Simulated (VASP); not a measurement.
The system is Co.

```
Co
1.0
     2.50740    0.00000    0.00000
    -1.25370    2.17147    0.00000
     0.00000    0.00000    4.06990
Co
2
Direct
  0.33333 0.66667 0.25000
  0.66667 0.33333 0.75000
```

| Quantity | Value |
| --- | --- |
| Program | VASP 6.6.1 |
| Task | relaxation of cell and atoms |
| Functional | revPBE |
| Dispersion | D3(BJ) |
| Potentials or basis | VASP PAW PBE potentials, release 64 (Co) |
| Cutoff | 600 eV |
| k mesh | 12 × 12 × 7 |
| Occupations | fermi-dirac, width 0.1 eV |
| Spin | collinear spin, ferromagnetic start |
| Starting moments | [2.5, 2.5] μB |

At the start: pressure -12.1 GPa; volume 11.08 Å³/atom.

Question: Where does the relaxation end?

Answer: Over 11 steps the energy falls by 26.3 meV/atom and the volume is 10.42 Å³/atom (-6.0 %); space group P6_3/mmc (No. 194, to 0.1 Å) before and after; moment 3.16 μB per cell.

The path:
| step | energy change (eV) | largest force (eV/Å) | pressure (GPa) | volume (Å³) |
| --- | --- | --- | --- | --- |
| 1 | 0.0000 | 0.0000 | -12.08 | 22.16 |
| 2 | 0.0074 | 0.0000 | 16.36 | 19.59 |
| 3 | -0.0526 | 0.0000 | -0.13 | 20.85 |
| 4 | -0.0526 | 0.0000 | 0.12 | 20.83 |
| 5 | -0.0526 | 0.0000 | 0.14 | 20.83 |
| 6 | -0.0526 | 0.0000 | 0.16 | 20.83 |
| 7 | -0.0526 | 0.0000 | 0.14 | 20.83 |
| 8 | -0.0526 | 0.0000 | 0.17 | 20.83 |
| 9 | -0.0526 | 0.0000 | 0.18 | 20.83 |
| 10 | -0.0526 | 0.0000 | -0.18 | 20.86 |
| 11 | -0.0527 | 0.0000 | 0.00 | 20.84 |

Final structure:
```
Co
1.0
     2.46063    0.00000    0.00000
    -1.23031    2.13096    0.00000
     0.00000    0.00000    3.97452
Co
2
Cartesian
  0.0000 1.4206 0.9936
  1.2303 0.7103 2.9809
```

Caveat: the PAW data sets were made with another functional, which shifts forces and pressure a little.
